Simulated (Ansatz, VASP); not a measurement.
# One calculation of GaGe, two programs

```
Ga Ge
1.0
     0.00000    2.89923    2.89923
     2.89923    0.00000    2.89923
     2.89923    2.89923    0.00000
Ga Ge
1 1
Direct
  0.75000 0.75000 0.75000
  0.00000 0.00000 0.00000
```

Alike in both runs: functional PBE; k mesh 16 × 16 × 16; occupations gaussian, width 0.1 eV; no spin polarisation.

Ansatz relaxed the structure, and its values are those at the end. VASP's run is a single point on that final structure, the one shown.

|  | VASP | Ansatz |
| --- | --- | --- |
| version | VASP 6.6.1 | Ansatz 0.2.0 |
| potentials or method | VASP PAW PBE potentials, release 64 (Ga_d, Ge_d), cutoff 520 eV | scalar-relativistic, plane waves, PAW |
| valence electrons in the cell | 27 | 27 |

```tsv
	VASP	Ansatz	Ansatz less VASP
gap on the k mesh at the Fermi level (eV)	none	none	-
pressure (GPa)	0.1	0.0	-0.05
```

A gap of «none» marks a metal or a gap that the smearing closes.
